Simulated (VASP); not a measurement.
# HgTe2 in VASP: density of states with PBE

Aim: the density of states of HgTe2 with PBE.

Program: VASP 6.6.1. These are calculated values, not measurements. Logs are shortened: lines on timing, memory, paths and dates and some standing lists are left out, and cuts for length are marked.

## 1. The cell of the first run

The cell holds a sheet with vacuum, 3 atoms: a = 3.056 Å, b = 3.056 Å, c = 36.635 Å, α = 90.00°, β = 90.00°, γ = 90.00°.

## 2. Density of states, PBE

The input, POSCAR:

```
HgTe2
1.0
    3.0564697664      0.0000000000      0.0000000000
    0.0000000000      3.0564697664      0.0000000000
    0.0000000000      0.0000000000     36.6350309728
Hg Te
1 2
Direct
    0.0000000000      0.0000000000      0.2729627827
    0.0000000000      0.0000000000      0.3627954553
    0.0000000000      0.0000000000      0.1831301101
```

The input, INCAR.step1:

```
SYSTEM = HgTe2
PREC = Accurate
ENCUT = 520
EDIFF = 1E-7
ISMEAR = 0
SIGMA = 0.1
LREAL = .False.
LASPH = .True.
NELM = 100
ALGO = Normal
ISIF = 2
LWAVE = .False.
LCHARG = .True.
LDIPOL = .True.
IDIPOL = 3
DIPOL = 0.5 0.5 0.273
GGA = PE
NBANDS = 19
```

The input, KPOINTS.step1:

```
regular mesh
0
Gamma
  14 14 1
  0 0 0
```

The input, INCAR.step2:

```
SYSTEM = HgTe2
PREC = Accurate
ENCUT = 520
EDIFF = 1E-7
ISMEAR = -5
SIGMA = 0.1
LREAL = .False.
LASPH = .True.
NELM = 100
ALGO = Normal
ISIF = 2
LWAVE = .False.
LCHARG = .False.
LDIPOL = .True.
IDIPOL = 3
DIPOL = 0.5 0.5 0.273
GGA = PE
LORBIT = 10
NEDOS = 1001
ICHARG = 11
```

The input, KPOINTS.step2:

```
regular mesh
0
Gamma
  21 21 1
  0 0 0
```

Potentials or basis: VASP PAW PBE potentials, release 64 (Hg, Te).

Run with:

```bash
cat potpaw_PBE.64/Hg/POTCAR potpaw_PBE.64/Te/POTCAR > POTCAR
cp INCAR.step1 INCAR
cp KPOINTS.step1 KPOINTS
mpirun -np 1 vasp_std > vasp.out
cp INCAR.step2 INCAR
cp KPOINTS.step2 KPOINTS
mpirun -np 1 vasp_std > vasp.out
```

OUTCAR:

```text
SYSTEM = HgTe2
   PREC = Accurate
   ENCUT = 520
   EDIFF = 1E-7
   ISMEAR = -5
   LREAL = .False.
   LASPH = .True.
   NELM = 100
   ISIF = 2
   GGA = PE
   LORBIT = 10
   ICHARG = 11

 ion  position               nearest neighbor table
   1  0.000  0.000  0.273-   3 3.29   2 3.29
   2  0.000  0.000  0.363-   1 3.29
   3  0.000  0.000  0.183-   1 3.29

  LATTYP: Found a simple tetragonal cell.
 ALAT       =     3.0564697664
 C/A-ratio  =    11.9860603156

  Lattice vectors:

 A1 = (   3.0564697664,   0.0000000000,   0.0000000000)
 A2 = (   0.0000000000,   3.0564697664,   0.0000000000)
 A3 = (   0.0000000000,   0.0000000000,  36.6350309728)

Analysis of symmetry for initial positions (statically):
=====================================================================
 Subroutine PRICEL returns:
 Original cell was already a primitive cell.

 Routine SETGRP: Setting up the symmetry group for a
 simple tetragonal supercell.

 Subroutine GETGRP returns: Found 16 space group operations
 (whereof  8 operations were pure point group operations)
 out of a pool of 16 trial point group operations.

The static configuration has the point symmetry C_4v.
 The point group associated with its full space group is D_4h.

Analysis of symmetry for dynamics (positions and initial velocities):
=====================================================================
 Subroutine PRICEL returns:
 Original cell was already a primitive cell.

 Routine SETGRP: Setting up the symmetry group for a
 simple tetragonal supercell.

 Subroutine GETGRP returns: Found 16 space group operations
 (whereof  8 operations were pure point group operations)
 out of a pool of 16 trial point group operations.

The dynamic configuration has the point symmetry C_4v.
 The point group associated with its full space group is D_4h.

 Subroutine INISYM returns: Found 16 space group operations
 (whereof  8 operations are pure point group operations),
 and found     1 'primitive' translations

----------------------------------------------------------------------------------------

                                     Primitive cell

  volume of cell :     342.2447

  direct lattice vectors                    reciprocal lattice vectors
     3.056469766  0.000000000  0.000000000     0.327174838  0.000000000  0.000000000
     0.000000000  3.056469766  0.000000000     0.000000000  0.327174838  0.000000000
     0.000000000  0.000000000 36.635030973     0.000000000  0.000000000  0.027296278

  length of vectors
     3.056469766  3.056469766 36.635030973     0.327174838  0.327174838  0.027296278

  position of ions in fractional coordinates (direct lattice)
     0.000000000  0.000000000  0.272962783
     0.000000000  0.000000000  0.362795455
     0.000000000  0.000000000  0.183130110

  ion indices of the primitive-cell ions
   primitive index   ion index
                 1           1
                 2           2
                 3           3

----------------------------------------------------------------------------------------

 KPOINTS: regular mesh

Automatic generation of k-mesh.
 Grid dimensions read from file:
 generate k-points for:   21   21    1

 Generating k-lattice:

  Cartesian coordinates                     Fractional coordinates (reciprocal lattice)
     0.015579754  0.000000000  0.000000000     0.047619048  0.000000000  0.000000000
     0.000000000  0.015579754  0.000000000     0.000000000  0.047619048  0.000000000
     0.000000000  0.000000000  0.027296278     0.000000000  0.000000000  1.000000000

  Length of vectors
     0.015579754  0.015579754  0.027296278

  Shift w.r.t. Gamma in fractional coordinates (k-lattice)
     0.000000000  0.000000000  0.000000000

 TETIRR: Found    639 inequivalent tetrahedra from     2646

 Subroutine IBZKPT returns following result:
 ===========================================

 Found     66 irreducible k-points:

 Following reciprocal coordinates:
            Coordinates               Weight
  0.000000  0.000000  0.000000      1.000000
  0.047619  0.000000  0.000000      4.000000
  0.095238  0.000000  0.000000      4.000000
  0.142857  0.000000  0.000000      4.000000
  0.190476  0.000000  0.000000      4.000000
  0.238095  0.000000  0.000000      4.000000
[... 16 lines left out ...]
  0.142857  0.095238  0.000000      8.000000
  0.190476  0.095238  0.000000      8.000000
 [... further k-points ...]
   k-points           NKPTS =     66   k-points in BZ     NKDIM =     66   number of bands    NBANDS=     16
   number of dos      NEDOS =   1001   number of ions     NIONS =      3
   total plane-waves  NPLWV = 161280
   dimension x,y,z NGX =    24 NGY =   24 NGZ =  280
   dimension x,y,z NGXF=    48 NGYF=   48 NGZF=  560
   ions per type =               1   2
   NGX,Y,Z   is equivalent  to a cutoff of  13.05, 13.05, 12.71 a.u.
   NGXF,Y,Z  is equivalent  to a cutoff of  26.11, 26.11, 25.41 a.u.
 SYSTEM =  HgTe2
   PREC   = accura    normal or accurate (medium, high low for compatibility)
   ISTART =      0    job   : 0-new  1-cont  2-samecut
   ICHARG =     11    charge: 1-file 2-atom 10-const
   ISPIN  =      1    spin polarized calculation?
   LNONCOLLINEAR =      F non collinear calculations
   LSORBIT =      F    spin-orbit coupling
   LASPH  =      T    aspherical Exc in radial PAW
   ENCUT  =  520.0 eV  38.22 Ry    6.18 a.u.   5.68  5.68 68.12*2*pi/ulx,y,z
   NELM   =    100;   NELMIN=  2; NELMDL=  0     # of ELM steps
   EDIFF  = 0.1E-06   stopping-criterion for ELM
   LREAL  =      F    real-space projection
   EDIFFG = 0.1E-05   stopping-criterion for IOM
   NSW    =      0    number of steps for IOM
   IBRION =     -1    ionic relax: 0-MD 1-quasi-New 2-CG
   NFREE  =      0    steps in history (QN), initial steepest desc. (CG)
   ISIF   =      2    stress and relaxation
   ISYM   =      2    0-nonsym 1-usesym 2-fastsym
   POTIM  = 0.5000    time-step for ionic-motion
   TEBEG  =    0.0;   TEEND  =   0.0 temperature during run
   PSTRESS=    0.0 pullay stress
   NELECT =      24.0000    total number of electrons
   NUPDOWN=      -1.0000    fix difference up-down
   EMIN   =  10.00;   EMAX   =-10.00  energy-range for DOS
   EFERMI =   0.00;   METHOD = LEGACY
   ISMEAR =    -5;   SIGMA  =   0.10  broadening in eV -4-tet -1-fermi 0-gaus
   EFERMI_NEDOS =   21; number of points for ismear=-14 and -15
   IALGO  =     38    algorithm
   IMIX   =      4    mixing-type and parameters
     AMIX     =   0.40;   BMIX     =  1.00
     AMIX_MAG =   1.60;   BMIX_MAG =  1.00
  volume/ion in A,a.u.               =     114.08       769.86
  Fermi-wavevector in a.u.,A,eV,Ry     =   0.675097  1.275749  6.200940  0.455756
  Thomas-Fermi vector in A             =   1.752012
   LORBIT       =     10    0 simple, 1 ext, 2 COOP (PROOUT), +10 PAW based schemes
   GGA     = PE    functional components
   LHFCALC =     F    Hartree Fock is set to
   AEXX    =    0.0000 exact exchange contribution
   IVDW    =     0    specifies the selected vdW correction
   LEPSILON=     F    determine dielectric tensor
   LRPA    =     F    only Hartree local field effects (RPA)
 non-spin polarized calculation
 Fermi weights with tetrahedron method with Bloechl corrections
  energy-cutoff  :      520.00
  volume of cell :      342.24
 maximum number of plane-waves:      9288
 NGX is ok and might be reduce to    24

 number of electron      24.0000002 magnetization

 dipolmoment           0.000000      0.000000      0.000029 electrons x Angstroem

 Free energy of the ion-electron system (eV)
  ---------------------------------------------------
  ext. energy  EPLUGINS =         0.00000000
  ---------------------------------------------------
  free energy    TOTEN  =        -6.26552286 eV

  energy without entropy =       -6.26552286  energy(sigma->0) =       -6.26552286

 E-fermi :  -2.3588     XC(G=0):  -2.9022

 val. band max:       -2.3524533889   @ k =   0.4762   0.3810   0.0000
 cond. band min:      -2.3431873608   @ k =   0.1905   0.1905   0.0000
 fundamental gap:      0.0092660281
 Fermi energy:        -2.3588382633

 k-point     1 :       0.0000    0.0000    0.0000
  band No.  band energies     occupation
      1     -15.3547      2.00000
      2     -15.3306      2.00000
      3      -9.7940      2.00000
      4      -9.7059      2.00000
      5      -8.4085      2.00000
      6      -8.2248      2.00000
[... 8 lines left out ...]
     15       0.5302      0.00000
     16       1.9786      0.00000

 k-point     2 :       0.0476    0.0000    0.0000
  band No.  band energies     occupation
      1     -15.3227      2.00000
      2     -15.2985      2.00000
      3      -9.7790      2.00000
      4      -9.6702      2.00000
      5      -8.3885      2.00000
      6      -8.2479      2.00000
[... 8 lines left out ...]
     15       0.5602      0.00000
     16       2.0137      0.00000

 k-point     3 :       0.0952    0.0000    0.0000
  band No.  band energies     occupation
      1     -15.2270      2.00000
      2     -15.2027      2.00000
      3      -9.7538      2.00000
      4      -9.5483      2.00000
      5      -8.3258      2.00000
      6      -8.3133      2.00000
[... 8 lines left out ...]
     15       0.6491      0.00000
     16       2.1179      0.00000

 k-point     4 :       0.1429    0.0000    0.0000
  band No.  band energies     occupation
      1     -15.0693      2.00000
      2     -15.0449      2.00000
      3      -9.7263      2.00000
      4      -9.3489      2.00000
      5      -8.4110      2.00000
      6      -8.2109      2.00000
[... 8 lines left out ...]
     15       0.7932      0.00000
     16       2.2898      0.00000

 k-point     5 :       0.1905    0.0000    0.0000
  band No.  band energies     occupation
      1     -14.8530      2.00000
      2     -14.8282      2.00000
      3      -9.6950      2.00000
      4      -9.1079      2.00000
      5      -8.5287      2.00000
      6      -8.2015      2.00000
[... 8 lines left out ...]
     15       0.9863      0.00000
     16       2.5255      0.00000

 k-point     6 :       0.2381    0.0000    0.0000
  band No.  band energies     occupation
      1     -14.5838      2.00000
      2     -14.5584      2.00000
      3      -9.6610      2.00000
      4      -8.8748      2.00000
      5      -8.6545      2.00000
      6      -8.2450      2.00000
[... 8 lines left out ...]
     15       1.2184      0.00000
     16       2.7701      0.00000
[... 267 lines left out ...]
 k-point    21 :       0.4762    0.0476    0.0000
  band No.  band energies     occupation
      1     -13.1132      2.00000
      2     -13.0774      2.00000
      3      -9.4993      2.00000
      4      -9.1153      2.00000
      5      -8.5633      2.00000
      6      -8.3370      2.00000
[... 8 lines left out ...]
     15       1.9243      0.00000
     16       2.0261      0.00000

 k-point    22 :       0.0952    0.0952    0.0000
  band No.  band energies     occupation
      1     -15.0991      2.00000
      2     -15.0747      2.00000
      3      -9.6468      2.00000
      4      -9.4646      2.00000
      5      -8.3253      2.00000
      6      -8.2850      2.00000
[... 8 lines left out ...]
     15       0.3146      0.00000
     16       2.2570      0.00000

 k-point    23 :       0.1429    0.0952    0.0000
  band No.  band energies     occupation
      1     -14.9413      2.00000
      2     -14.9168      2.00000
      3      -9.5878      2.00000
      4      -9.3059      2.00000
      5      -8.4076      2.00000
      6      -8.2894      2.00000
[... 8 lines left out ...]
     15       0.5279      0.00000
     16       2.4288      0.00000

 k-point    24 :       0.1905    0.0952    0.0000
  band No.  band energies     occupation
      1     -14.7249      2.00000
      2     -14.6999      2.00000
      3      -9.5461      2.00000
      4      -9.0864      2.00000
      5      -8.5212      2.00000
      6      -8.2802      2.00000
[... 8 lines left out ...]
     15       0.8163      0.00000
     16       2.6641      0.00000

 [... further k-points ...]

------------------------ aborting loop because EDIFF is reached ----------------------------------------

 vacuum level on the upper side and lower side of the slab       (xc-potential included)        -0.008        -0.008

  FORCE on cell =-STRESS in cart. coord.  units (eV):
  Direction    XX          YY          ZZ          XY          YZ          ZX
  --------------------------------------------------------------------------------------
  -------------------------------------------------------------------------------------
  Total        0.1342862      0.1342862      0.0278185      0.0000000      0.0000000      0.0000000
  in kB        0.6286448      0.6286448      0.1302291      0.0000000      0.0000000      0.0000000
  external PRESSURE =       0.4625062 kB  Pullay stress =       0.0000000 kB

 VOLUME and BASIS-vectors are now :
 -----------------------------------------------------------------------------
  energy-cutoff  :      520.00
  volume of cell :      342.24
      direct lattice vectors                 reciprocal lattice vectors
     3.056469766  0.000000000  0.000000000     0.327174838  0.000000000  0.000000000
     0.000000000  3.056469766  0.000000000     0.000000000  0.327174838  0.000000000
     0.000000000  0.000000000 36.635030973     0.000000000  0.000000000  0.027296278

 POSITION                                       TOTAL-FORCE (eV/Angst)
 -----------------------------------------------------------------------------------
      0.00000      0.00000     10.00000         0.000000      0.000000      0.000000
      0.00000      0.00000     13.29102         0.000000     -0.000000     -0.029578
      0.00000      0.00000      6.70898         0.000000      0.000000      0.029578
 -----------------------------------------------------------------------------------
    total drift:                                0.000000      0.000000     -0.009496

  FREE ENERGIE OF THE ION-ELECTRON SYSTEM (eV)
  ---------------------------------------------------
  free  energy   TOTEN  =        -6.2655228553 eV

  energy  without entropy=       -6.2655228553  energy(sigma->0) =       -6.26552286

 vacuum level on the upper side and lower side of the slab         2.635         2.635

 total charge

# of ion       s       p       d       tot
------------------------------------------
    1        0.877   0.188   9.342  10.407
    2        1.426   1.822   0.041   3.289
    3        1.426   1.822   0.041   3.289
--------------------------------------------------
tot          3.730   3.832   9.423  16.985
```

Run time: 5.5 min. Hardware: 1 thread of Intel Xeon Platinum 8375C at 2.90GHz (Ice Lake), shared host; peak memory 0.64 GiB.

What came out:

```
Valence electrons inside the program's atomic spheres : Hg 10.41; Te 3.29
```

Levels at points of the mesh, in eV from the Fermi level:
| k point | band 10 | band 11 | band 12 | band 13 | band 14 | band 15 |
| --- | --- | --- | --- | --- | --- | --- |
| (0.00, 0.00, 0.00) | -2.17 | 2.32 | 2.87 | 2.87 | 2.89 | 2.89 |

Caveat: spin-orbit coupling is left out, which moves the levels of the heavy elements; tetrahedron occupations give inexact forces and stress in metals.
